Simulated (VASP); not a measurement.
Crystal: Ge2TeS.

```
CELL_PARAMETERS angstrom
4.07030 0.00000 0.00000
0.00000 4.07030 0.00000
0.00000 0.00000 5.78472
ATOMIC_POSITIONS crystal
S 0.00000 0.00000 0.00000
Ge 0.00000 0.00000 0.50000
Ge 0.50000 0.50000 0.00000
Te 0.50000 0.50000 0.50000
```

```yaml
Program: VASP 6.6.1
Task: relaxation of cell and atoms
Functional: r2SCAN
Potentials_or_basis: VASP PAW PBE potentials, release 64 (S, Ge_d, Te)
Cutoff: 600 eV
k_mesh: 6 × 6 × 4
Occupations: fermi-dirac, width 0.02 eV
Spin: no spin polarisation
```

At the start: pressure -1.2 GPa; volume 23.96 Å³/atom.

Question: Where does the relaxation end?

Answer: Over 5 steps the energy falls by 2.1 meV/atom and the volume is 23.44 Å³/atom (-2.2 %); space group P4/mmm (No. 123, to 0.05 Å).

The path:
| step | energy change (eV) | largest force (eV/Å) | pressure (GPa) | volume (Å³) |
| --- | --- | --- | --- | --- |
| 1 | 0.0000 | 0.0000 | -1.22 | 95.84 |
| 2 | -0.0081 | 0.0000 | 0.23 | 93.33 |
| 3 | -0.0084 | 0.0000 | 0.05 | 93.70 |
| 4 | -0.0084 | 0.0000 | -0.02 | 93.77 |
| 5 | -0.0084 | 0.0000 | -0.02 | 93.77 |

Final structure:
```xyz
4
Lattice="4.0421 0.0000 0.0000 0.0000 4.0421 0.0000 0.0000 0.0000 5.7390" Properties=species:S:1:pos:R:3 pbc="T T T"
S     4.0421    0.0000    0.0000
Ge    0.0000    4.0421    2.8695
Ge    2.0210    2.0210    5.7390
Te    2.0210    2.0210    2.8695
```

Caveat: the PAW data sets were made with another functional, which shifts forces and pressure a little.
